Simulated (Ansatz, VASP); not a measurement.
## ZnPtC6N6: VASP beside Ansatz

INCAR

```
SYSTEM = ZnPtC6N6
PREC = Accurate ; ENCUT = 520
EDIFF = 1E-8 ; ISMEAR = -1
SIGMA = 0.05 ; LREAL = .False.
LASPH = .True. ; NELM = 120
ALGO = Normal ; ISIF = 2
LWAVE = .False. ; LCHARG = .False.
GGA = PE ; LEFG = .True.
NBANDS = 55 ; GGA_COMPAT = .False.
```

File KPOINTS:

```
regular mesh
0
Gamma
  6 6 6
  0 0 0
```

Contents of POSCAR:

```
ZnPtC6N6
1.0
    0.0000000000      5.2552000000      5.2552000000
    5.2552000000      0.0000000000      5.2552000000
    5.2552000000      5.2552000000      0.0000000000
Zn Pt C N
1 1 6 6
Direct
    0.5000000000      0.5000000000      0.5000000000
    0.0000000000      0.0000000000      0.0000000000
    0.1930000000      0.1930000000      0.8070000000
    0.8070000000      0.8070000000      0.1930000000
    0.8070000000      0.1930000000      0.1930000000
    0.1930000000      0.8070000000      0.8070000000
    0.1930000000      0.8070000000      0.1930000000
    0.8070000000      0.1930000000      0.8070000000
    0.2969000000      0.2969000000      0.7031000000
    0.7031000000      0.7031000000      0.2969000000
    0.7031000000      0.2969000000      0.2969000000
    0.2969000000      0.7031000000      0.7031000000
    0.2969000000      0.7031000000      0.2969000000
    0.7031000000      0.2969000000      0.7031000000
```

Input for Ansatz:

```yaml
crystal:
  lattice:
    - [0.0, 5.2552, 5.2552]
    - [5.2552, 0.0, 5.2552]
    - [5.2552, 5.2552, 0.0]
  atoms:
    - { symbol: Zn, position: [0.5, 0.5, 0.5] }
    - { symbol: Pt, position: [0.0, 0.0, 0.0] }
    - { symbol: C, position: [0.193, 0.193, 0.807] }
    - { symbol: C, position: [0.807, 0.807, 0.193] }
    - { symbol: C, position: [0.807, 0.193, 0.193] }
    - { symbol: C, position: [0.193, 0.807, 0.807] }
    - { symbol: C, position: [0.193, 0.807, 0.193] }
    - { symbol: C, position: [0.807, 0.193, 0.807] }
    - { symbol: "N", position: [0.2969, 0.2969, 0.7031] }
    - { symbol: "N", position: [0.7031, 0.7031, 0.2969] }
    - { symbol: "N", position: [0.7031, 0.2969, 0.2969] }
    - { symbol: "N", position: [0.2969, 0.7031, 0.7031] }
    - { symbol: "N", position: [0.2969, 0.7031, 0.2969] }
    - { symbol: "N", position: [0.7031, 0.2969, 0.7031] }
kpoints:
  mp_grid: { grid: [6, 6, 6] }
scf:
  occupations: { method: fermi_dirac, width: 0.05 }
hamiltonian:
  xc: pbe
  pseudopotentials: { kind: paw }
output:
  forces: true
  stress: true
  populations: true
  efg:
    quadrupole_moments_barn: { Zn: 0.122, "N": 0.02044 }
    contact_densities: true
```

Alike in both runs: task electric field gradients; functional PBE; k mesh 6 × 6 × 6; occupations fermi-dirac, width 0.05 eV; no spin polarisation.

```csv
,VASP,Ansatz
version,VASP 6.6.1,Ansatz 0.2.0
potentials or method,"VASP PAW PBE potentials, release 64 (Zn, Pt_sv_GW, C, N)","plane-wave PAW, scalar-relativistic"
plane-wave cutoff (eV),520,420
valence electrons in the cell,84,84
```

|  | VASP | Ansatz | Ansatz less VASP |
| --- | --- | --- | --- |
| gap on the k mesh at the Fermi level (eV) | 5.09 | 5.14 | +0.047 |
| rms of the force components (eV/Å) | 5.652 | 5.102 | -0.5506 |
| size of Vzz on the site where it differs most (V/Å²) | 86.9 | 70.6 | -16.28 |

Atom by atom the forces differ by 0.551 eV/Å (rms over components). The functional is the same, so the differences come from potentials, cutoffs and numerics.

Neither program's run includes spin-orbit coupling. Noted on VASP's run: the standard files for N, O and F lose accuracy on very short bonds.
